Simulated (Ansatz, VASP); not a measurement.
# Ga2Te3O: VASP beside Ansatz

```
Ga Te O
1.0
     6.19507    0.00000    0.00000
    -3.09753    5.36509    0.00000
     0.00000    0.00000    4.57556
Ga Te O
2 3 1
Direct
  0.66667 0.33333 0.49615
  0.33333 0.66667 0.49615
  0.00000 0.50000 0.99502
  0.50000 0.00000 0.99502
  0.50000 0.50000 0.99502
  0.00000 0.00000 0.19263
```

Change from the starting cell: species swapped into the NaSn2Pd3 type (P6mm, No. 183).

Alike in both runs: task relaxation of cell and atoms; functional PBE; k mesh 3 × 3 × 4; occupations gaussian, width 0.1 eV; no spin polarisation.

|  | VASP | Ansatz |
| --- | --- | --- |
| version | VASP 6.6.1 | Ansatz 0.2.0 |
| potentials or method | VASP PAW PBE potentials, release 64 (Ga_d, Te, O), cutoff 600 eV | scalar-relativistic, plane waves, PAW |
| valence electrons in the cell | 50 | 80 |

Ansatz gave:

* relaxed volume (Å³/atom): 29.72
* relaxed cell length with the largest relative difference (Å): 5.840

**Question.** What did VASP give for the same quantities?

**Answer.** Relaxed volume (Å³/atom): 29.95; relaxed cell length with the largest relative difference (Å): 5.867.

VASP's potentials hold 50 valence electrons a cell and Ansatz's 80, so a difference there can come from the potentials and not from the codes.

Spin-orbit coupling is off throughout. Noted on VASP's run: the volume moved by over 15 % at a fixed basis, so the end points are rough.
